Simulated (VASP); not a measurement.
# AlNi (P4mm) in VASP: notebook, part 2 of 3

VASP 6.6.1. The steps go on from the part before.

## 4. Single point, PBEsol (atoms displaced along a vibrational mode, the cell strained)

INCAR reads:

```
SYSTEM = AlNi
  ALGO = Fast
  EDIFF = 1E-7
  ENCUT = 520
  GGA = PS
  ISIF = 2
  ISMEAR = 0
  LASPH = .True.
  LCHARG = .False.
  LREAL = .False.
  LWAVE = .False.
  NBANDS = 14
  NELM = 60
  PREC = Accurate
  SIGMA = 0.15
```

KPOINTS reads:

```
k-points
0
Gamma
  16 16 16
  0 0 0
```

POSCAR reads:

```
AlNi
1.0
    2.8855765085      0.0000000000      0.0000000000
    0.0000000000      2.8855765085      0.0000000000
    0.0000000000      0.0000000000      2.8855765085
Al Ni
1 1
Direct
    0.0000000000      0.0000000000     -0.0265564957
    0.5000000000      0.5000000000      0.5122081036
```

Potentials or basis: VASP PAW PBE potentials, release 64 (Al, Ni).

Run with:

```console
cat potpaw_PBE.64/Al/POTCAR potpaw_PBE.64/Ni/POTCAR > POTCAR
mpirun -np 1 vasp_std > vasp.out
```

OUTCAR:

```text
SYSTEM = AlNi
   EDIFF = 1E-7
   ENCUT = 520
   GGA = PS
   ISIF = 2
   ISMEAR = 0
   LASPH = .True.
   LREAL = .False.
   NELM = 60
   PREC = Accurate

 ion  position               nearest neighbor table
   1  0.000  0.000  0.973-   2 2.44   2 2.44   2 2.44   2 2.44   2 2.57   2 2.57   2 2.57   2 2.57

   2  0.500  0.500  0.512-   1 2.44   1 2.44   1 2.44   1 2.44   1 2.57   1 2.57   1 2.57   1 2.57

  LATTYP: Found a simple cubic cell.
 ALAT       =     2.8855765085

  Lattice vectors:

 A1 = (   2.8855765085,   0.0000000000,   0.0000000000)
 A2 = (   0.0000000000,   2.8855765085,   0.0000000000)
 A3 = (   0.0000000000,   0.0000000000,   2.8855765085)

Analysis of symmetry for initial positions (statically):
=====================================================================
 Subroutine PRICEL returns:
 Original cell was already a primitive cell.

 Routine SETGRP: Setting up the symmetry group for a
 simple cubic supercell.

 Subroutine GETGRP returns: Found  8 space group operations
 (whereof  8 operations were pure point group operations)
 out of a pool of 48 trial point group operations.

The static configuration has the point symmetry C_4v.

Analysis of symmetry for dynamics (positions and initial velocities):
=====================================================================
 Subroutine PRICEL returns:
 Original cell was already a primitive cell.

 Routine SETGRP: Setting up the symmetry group for a
 simple cubic supercell.

 Subroutine GETGRP returns: Found  8 space group operations
 (whereof  8 operations were pure point group operations)
 out of a pool of 48 trial point group operations.

The dynamic configuration has the point symmetry C_4v.

 Subroutine INISYM returns: Found  8 space group operations
 (whereof  8 operations are pure point group operations),
 and found     1 'primitive' translations

----------------------------------------------------------------------------------------

                                     Primitive cell

  volume of cell :      24.0269

  direct lattice vectors                    reciprocal lattice vectors
     2.885576508  0.000000000  0.000000000     0.346551199  0.000000000  0.000000000
     0.000000000  2.885576508  0.000000000     0.000000000  0.346551199  0.000000000
     0.000000000  0.000000000  2.885576508     0.000000000  0.000000000  0.346551199

  length of vectors
     2.885576508  2.885576508  2.885576508     0.346551199  0.346551199  0.346551199

  position of ions in fractional coordinates (direct lattice)
     0.000000000  0.000000000  0.973443504
     0.500000000  0.500000000  0.512208104

  ion indices of the primitive-cell ions
   primitive index   ion index
                 1           1
                 2           2

----------------------------------------------------------------------------------------

 KPOINTS: k-points

Automatic generation of k-mesh.
 Grid dimensions read from file:
 generate k-points for:   16   16   16

 Generating k-lattice:

  Cartesian coordinates                     Fractional coordinates (reciprocal lattice)
[... 40 lines left out ...]
  0.000000  0.187500  0.062500      8.000000
 [... further k-points ...]
   k-points           NKPTS =    405   k-points in BZ     NKDIM =    405   number of bands    NBANDS=     14
   number of dos      NEDOS =    301   number of ions     NIONS =      2
   total plane-waves  NPLWV =  13824
   dimension x,y,z NGX =    24 NGY =   24 NGZ =   24
   dimension x,y,z NGXF=    48 NGYF=   48 NGZF=   48
   ions per type =               1   1
   NGX,Y,Z   is equivalent  to a cutoff of  13.83, 13.83, 13.83 a.u.
   NGXF,Y,Z  is equivalent  to a cutoff of  27.65, 27.65, 27.65 a.u.
 SYSTEM =  AlNi
   PREC   = accura    normal or accurate (medium, high low for compatibility)
   ISTART =      0    job   : 0-new  1-cont  2-samecut
   ICHARG =      2    charge: 1-file 2-atom 10-const
   ISPIN  =      1    spin polarized calculation?
   LNONCOLLINEAR =      F non collinear calculations
   LSORBIT =      F    spin-orbit coupling
   LASPH  =      T    aspherical Exc in radial PAW
   ENCUT  =  520.0 eV  38.22 Ry    6.18 a.u.   5.37  5.37  5.37*2*pi/ulx,y,z
   NELM   =     60;   NELMIN=  2; NELMDL= -5     # of ELM steps
   EDIFF  = 0.1E-06   stopping-criterion for ELM
   LREAL  =      F    real-space projection
   EDIFFG = 0.1E-05   stopping-criterion for IOM
   NSW    =      0    number of steps for IOM
   IBRION =     -1    ionic relax: 0-MD 1-quasi-New 2-CG
   NFREE  =      0    steps in history (QN), initial steepest desc. (CG)
   ISIF   =      2    stress and relaxation
   ISYM   =      2    0-nonsym 1-usesym 2-fastsym
   POTIM  = 0.5000    time-step for ionic-motion
   TEBEG  =    0.0;   TEEND  =   0.0 temperature during run
   PSTRESS=    0.0 pullay stress
   NELECT =      13.0000    total number of electrons
   NUPDOWN=      -1.0000    fix difference up-down
   EMIN   =  10.00;   EMAX   =-10.00  energy-range for DOS
   EFERMI =   0.00;   METHOD = LEGACY
   ISMEAR =     0;   SIGMA  =   0.15  broadening in eV -4-tet -1-fermi 0-gaus
   EFERMI_NEDOS =   21; number of points for ismear=-14 and -15
   IALGO  =     68    algorithm
   IMIX   =      4    mixing-type and parameters
     AMIX     =   0.40;   BMIX     =  1.00
     AMIX_MAG =   1.60;   BMIX_MAG =  1.00
  volume/ion in A,a.u.               =      12.01        81.07
  Fermi-wavevector in a.u.,A,eV,Ry     =   1.334003  2.520899 24.212425  1.779563
  Thomas-Fermi vector in A             =   2.462818
   LORBIT       =      0    0 simple, 1 ext, 2 COOP (PROOUT), +10 PAW based schemes
   GGA     = PS    functional components
   LHFCALC =     F    Hartree Fock is set to
   AEXX    =    0.0000 exact exchange contribution
   IVDW    =     0    specifies the selected vdW correction
   LEPSILON=     F    determine dielectric tensor
   LRPA    =     F    only Hartree local field effects (RPA)
 non-spin polarized calculation
 RMM-DIIS sequential band-by-band and
 Gauss-broadening in eV      SIGMA  =   0.15
  energy-cutoff  :      520.00
  volume of cell :       24.03
 maximum number of plane-waves:       672
 NGX is ok and might be reduce to    24
   NGX = 11   NGY = 11   NGZ = 11

 number of electron      13.0000004 magnetization

 Free energy of the ion-electron system (eV)
  ---------------------------------------------------
  ext. energy  EPLUGINS =         0.00000000
  ---------------------------------------------------
  free energy    TOTEN  =       -11.54900546 eV

  energy without entropy =      -11.54030933  energy(sigma->0) =      -11.54465740

 E-fermi :   9.8340     XC(G=0): -12.1397

 val. band max:        9.8277313310   @ k =   0.4375   0.3125   0.5000
 cond. band min:       9.8364604280   @ k =   0.1250   0.3750   0.3125
 fundamental gap:      0.0087290970
 Fermi energy:         9.8340050201

 k-point     1 :       0.0000    0.0000    0.0000
  band No.  band energies     occupation
      1      -1.2606      2.00000
      2       6.6015      2.00000
      3       6.6142      2.00000
      4       8.2838      2.00000
      5       8.2960      2.00000
      6       8.2960      2.00000
      7      15.3137      0.00000
      8      15.3137      0.00000
      9      15.3222      0.00000
     10      17.9787      0.00000
     11      17.9839      0.00000
     12      23.3931      0.00000
     13      30.5637      0.00000
     14      30.6022      0.00000
[... 377 lines left out ...]
      1      -0.5491      2.00000
      2       6.4961      2.00000
      3       6.7504      2.00000
      4       8.0160      2.00000
      5       8.0442      2.00000
      6       8.2948      2.00000
      7      11.8526      0.00000
      8      15.3068      0.00000
      9      16.2213      0.00000
     10      18.5799      0.00000
     11      21.0580      0.00000
     12      25.6281      0.00000
     13      26.2425      0.00000
     14      26.8416      0.00000

 [... further k-points ...]

------------------------ aborting loop because EDIFF is reached ----------------------------------------

  FORCE on cell =-STRESS in cart. coord.  units (eV):
  Direction    XX          YY          ZZ          XY          YZ          ZX
  --------------------------------------------------------------------------------------
  -------------------------------------------------------------------------------------
  Total       -0.4305536     -0.4305536     -0.5155593      0.0000000      0.0000000      0.0000000
  in kB      -28.7104487    -28.7104487    -34.3788534      0.0000000      0.0000000      0.0000000
  external PRESSURE =     -30.5999169 kB  Pullay stress =       0.0000000 kB

 VOLUME and BASIS-vectors are now :
 -----------------------------------------------------------------------------
  energy-cutoff  :      520.00
  volume of cell :       24.03
      direct lattice vectors                 reciprocal lattice vectors
     2.885576508  0.000000000  0.000000000     0.346551199  0.000000000  0.000000000
     0.000000000  2.885576508  0.000000000     0.000000000  0.346551199  0.000000000
     0.000000000  0.000000000  2.885576508     0.000000000  0.000000000  0.346551199

 POSITION                                       TOTAL-FORCE (eV/Angst)
 -----------------------------------------------------------------------------------
      0.00000      0.00000      2.80895         0.000000      0.000000      0.633990
      1.44279      1.44279      1.47802         0.000000     -0.000000     -0.633990
 -----------------------------------------------------------------------------------
    total drift:                                0.000000     -0.000000      0.000276

  FREE ENERGIE OF THE ION-ELECTRON SYSTEM (eV)
  ---------------------------------------------------
  free  energy   TOTEN  =       -11.5490054605 eV

  energy  without entropy=      -11.5403093348  energy(sigma->0) =      -11.54465740
```

It took 1.7 min on 1 thread of AMD EPYC 9R45 (Zen 5), shared host; peak memory 0.22 GiB.

What came out:

```
Free energy            : -11.5490 eV
Pressure               : -3.1 GPa
Largest force          : 0.634 eV/Å
Band gap on the k mesh : zero (an odd number of electrons rules out a gap without spin polarisation)
```

Forces on the atoms (eV/Å):
```
Al   0.000  0.000  0.634
Ni   0.000  0.000 -0.634
```

Caveat: the cell differs from its parent crystal (atoms displaced along a vibrational mode, the cell strained); the cell stands under tension; the PAW data sets were made with another functional, which shifts forces and pressure a little. Spin polarisation is off, so any magnetic state and its effect on volume and gap are missing.

## 5. Single point, PBEsol (atoms displaced along a vibrational mode, the cell strained)

INCAR reads:

```
SYSTEM = AlNi
PREC     = Accurate       ! precision mode
ENCUT    = 520            ! plane-wave cutoff, eV
EDIFF    = 1E-7           ! SCF threshold, eV
ISMEAR   = 0              ! smearing method
SIGMA    = 0.15           ! smearing width, eV
LREAL    = .False.        ! projectors in reciprocal space
LASPH    = .True.         ! aspherical terms in the spheres
NELM     = 60             ! most SCF steps
ALGO     = Fast           ! electronic algorithm
ISIF     = 2              ! what is computed and relaxed
LWAVE    = .False.        ! write WAVECAR
LCHARG   = .False.        ! write CHGCAR
GGA      = PS             ! functional
NBANDS   = 14             ! bands
```

KPOINTS reads:

```
Automatic mesh
0
Gamma
  16 16 16
  0 0 0
```

POSCAR reads:

```
AlNi
1.0
    2.8855765085      0.0000000000      0.0000000000
    0.0000000000      2.8855765085      0.0000000000
    0.0000000000      0.0000000000      2.8855765085
Al Ni
1 1
Direct
    0.0000000000      0.0000000000     -0.0132782478
    0.5000000000      0.5000000000      0.5061040518
```

Run with:

```console
cat potpaw_PBE.64/Al/POTCAR potpaw_PBE.64/Ni/POTCAR > POTCAR
mpirun -np 1 vasp_std > vasp.out
```

It took 98 s on 1 thread of AMD EPYC 9R45 (Zen 5), shared host; peak memory 0.22 GiB.

It converged, with:

| Property | Result |
| --- | --- |
| Free energy | -11.5756 eV |
| Pressure | -3.6 GPa |
| Largest force | 0.317 eV/Å |
| Band gap on the k mesh | zero (an odd number of electrons rules out a gap without spin polarisation) |

Forces in eV/Å, atoms in the order of the input:
```
Al   0.000  0.000  0.317
Ni   0.000  0.000 -0.317
```

Stress tensor (GPa, compression positive):
```
-3.60  0.00  0.00
 0.00 -3.60  0.00
 0.00  0.00 -3.74
```

Levels at points of the mesh, in eV from the Fermi level:
| k point | band 5 | band 6 | band 7 | band 8 | band 9 | band 10 |
| --- | --- | --- | --- | --- | --- | --- |
| (0.00, 0.00, 0.00) | -1.54 | -1.54 | 5.47 | 5.47 | 5.48 | 8.13 |
| (0.50, 0.00, 0.00) | -2.24 | -1.45 | -0.65 | 8.29 | 9.97 | 9.98 |
| (0.00, 0.00, 0.50) | -2.24 | -1.45 | -0.65 | 8.30 | 9.95 | 9.95 |
| (0.50, 0.50, 0.00) | -2.06 | -2.06 | -1.01 | 1.45 | 2.47 | 12.24 |
| (0.00, 0.50, 0.50) | -2.07 | -2.07 | -1.01 | 1.45 | 2.47 | 12.24 |
| (0.50, 0.50, 0.50) | -0.98 | 1.97 | 1.97 | 1.99 | 3.65 | 4.46 |

Caveat: the cell differs from its parent crystal (atoms displaced along a vibrational mode, the cell strained); the cell stands under tension; the PAW data sets were made with another functional, which shifts forces and pressure a little.

(Continued in part 3 of 3.)
